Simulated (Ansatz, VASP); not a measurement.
# One calculation of GePt, two programs

```
CELL_PARAMETERS angstrom
3.20029 0.00000 0.00000
0.00000 3.20029 0.00000
0.00000 0.00000 3.20029
ATOMIC_POSITIONS crystal
Ge 0.50000 0.50000 0.50000
Pt 0.00000 0.00000 0.00000
```

Change from the starting cell: species swapped into the GaAg type (Pm-3m, No. 221).

Alike in both runs: functional PBE; k mesh 6 × 6 × 6; occupations gaussian, width 0.2 eV; no spin polarisation.

Ansatz relaxed the structure, and its values are those at the end. VASP's run is a single point on that final structure, the one shown.

```csv
,VASP,Ansatz
version,VASP 6.6.1,Ansatz 0.2.0
potentials or method,"VASP PAW PBE potentials, release 64 (Ge_d, Pt), cutoff 500 eV","scalar-relativistic, plane waves, PAW"
valence electrons in the cell,24,32
```

|  | VASP | Ansatz | Ansatz less VASP |
| --- | --- | --- | --- |
| gap on the k mesh at the Fermi level (eV) | none | none | - |
| pressure (GPa) | -0.8 | -0.8 | +0.04 |

A gap of «none» marks a metal or a gap that the smearing closes. The functional is the same, so the differences come from potentials, cutoffs and numerics. VASP's potentials hold 24 valence electrons a cell and Ansatz's 32, so a difference there can come from the potentials and not from the codes.

Spin-orbit coupling is off throughout.
